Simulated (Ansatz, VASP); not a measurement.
# SnO2 in VASP and in Ansatz

```
Sn O
1.0
    -5.17526    5.17526    5.17526
     5.17526   -5.17526    5.17526
     5.17526    5.17526   -5.17526
Sn O
16 32
Direct
  0.50000 0.25000 0.25000
  0.00000 0.75000 0.25000
  0.00000 0.25000 0.75000
  0.50000 0.75000 0.75000
  0.75000 0.25000 0.00000
  0.25000 0.75000 0.00000
  0.25000 0.25000 0.50000
  0.75000 0.75000 0.50000
  0.75000 0.00000 0.25000
  0.25000 0.50000 0.25000
  0.25000 0.00000 0.75000
  0.75000 0.50000 0.75000
  0.00000 0.00000 0.00000
  0.50000 0.50000 0.00000
  0.50000 0.00000 0.50000
  0.00000 0.50000 0.50000
  0.00000 0.08890 0.25000
  0.50000 0.58890 0.25000
  0.50000 0.08890 0.75000
  0.00000 0.58890 0.75000
  0.08890 0.25000 0.00000
  0.58890 0.75000 0.00000
  0.58890 0.25000 0.50000
  0.08890 0.75000 0.50000
  0.25000 0.00000 0.08890
  0.75000 0.50000 0.08890
  0.75000 0.00000 0.58890
  0.25000 0.50000 0.58890
  0.66110 0.16110 0.16110
  0.16110 0.66110 0.16110
  0.16110 0.16110 0.66110
  0.66110 0.66110 0.66110
  0.33890 0.33890 0.33890
  0.83890 0.83890 0.33890
  0.83890 0.33890 0.83890
  0.33890 0.83890 0.83890
  0.25000 0.00000 0.41110
  0.75000 0.50000 0.41110
  0.75000 0.00000 0.91110
  0.25000 0.50000 0.91110
  0.41110 0.25000 0.00000
  0.91110 0.75000 0.00000
  0.91110 0.25000 0.50000
  0.41110 0.75000 0.50000
  0.00000 0.41110 0.25000
  0.50000 0.91110 0.25000
  0.50000 0.41110 0.75000
  0.00000 0.91110 0.75000
```

Alike in both runs: task single point; functional PBE; k mesh 2 × 2 × 2; occupations gaussian, width 0.05 eV; no spin polarisation.

|  | VASP | Ansatz |
| --- | --- | --- |
| version | VASP 6.6.1 | Ansatz 0.2.0 |
| potentials or method | VASP PAW PBE potentials, release 64 (Sn_d, O), cutoff 520 eV | scalar-relativistic, plane waves, PAW |
| valence electrons in the cell | 416 | 416 |

VASP gave:

| Property | Result |
| --- | --- |
| gap on the k mesh at the Fermi level (eV) | 0.56 |

Q: Estimate Ansatz's values.

A: gap on the k mesh at the Fermi level (eV): 0.57.

With one functional, cell and mesh, what is left measures potentials, basis and numerics.

The k mesh is coarse, so the values compare programs but aren't converged.
